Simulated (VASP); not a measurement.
Here is a VASP 6.6.1 calculation.

The input POSCAR:

```
Ta
1.0
   -1.5843876681      1.5843876681      1.5843876681
    1.5843876681     -1.5843876681      1.5843876681
    1.5843876681      1.5843876681     -1.5843876681
Ta
1
Direct
    0.0000000000      0.0000000000      0.0000000000
```

Contents of INCAR.step1:

```
ALGO = Normal
EDIFF = 1E-4
ENCUT = 520
GGA = PE
ISMEAR = -1
LASPH = T
LCHARG = F
LREAL = F
LWAVE = T
NBANDS = 12
NELM = 60
PREC = Accurate
SIGMA = 0.1
```

File INCAR.step2:

```
ALGO = Normal
EDIFF = 1E-6
ENCUT = 520
ISIF = 2
ISMEAR = -1
ISTART = 1
LASPH = T
LCHARG = F
LMIXTAU = T
LREAL = F
LWAVE = F
METAGGA = R2SCAN
NBANDS = 12
NELM = 60
PREC = Accurate
SIGMA = 0.1
```

File KPOINTS:

```
k-points
0
Gamma
  22 22 22
```

Potentials or basis: VASP PAW PBE potentials, release 64 (Ta_pv).

Command:

```console
$ cat potpaw_PBE.64/Ta_pv/POTCAR > POTCAR
$ cp INCAR.step1 INCAR
$ mpirun -np 1 vasp_std > vasp.out
$ cp INCAR.step2 INCAR
$ mpirun -np 1 vasp_std > vasp.out
```

**Question.** What does it give for the pressure?

**Answer.** 33.3 GPa.

Caveat: the PAW data sets were made with another functional, which shifts forces and pressure a little.
